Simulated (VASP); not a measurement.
Here is a VASP 6.6.1 calculation.

The input INCAR:

```
SYSTEM = Nb
PREC     = Accurate       ! precision mode
ENCUT    = 520            ! plane-wave cutoff, eV
EDIFF    = 1E-6           ! SCF threshold, eV
ISMEAR   = -1             ! smearing method
SIGMA    = 0.1            ! smearing width, eV
LREAL    = .False.        ! projectors in reciprocal space
LASPH    = .True.         ! aspherical terms in the spheres
NELM     = 60             ! most SCF steps
ALGO     = Normal         ! electronic algorithm
ISIF     = 2              ! what is computed and relaxed
LWAVE    = .False.        ! write WAVECAR
LCHARG   = .False.        ! write CHGCAR
GGA      = CA             ! functional
NBANDS   = 12             ! bands
```

File KPOINTS:

```
Automatic mesh
0
Gamma
  9 9 9
  0 0 0
```

File POSCAR:

```
Nb
1.0
    1.6238433815      1.6238433815      1.6238433815
   -1.6238433815      1.6238433815      1.6238433815
   -1.6238433815     -1.6238433815      1.6238433815
Nb
1
Direct
    0.0000000000      0.0000000000      0.0000000000
```

Potentials or basis: VASP PAW LDA potentials, release 64 (Nb_sv).

Run with:

```sh
$ cat potpaw_LDA.64/Nb_sv/POTCAR > POTCAR
$ mpirun -np 1 vasp_std > vasp.out
```

Question: Estimate the pressure.

Answer: -0.1 GPa.
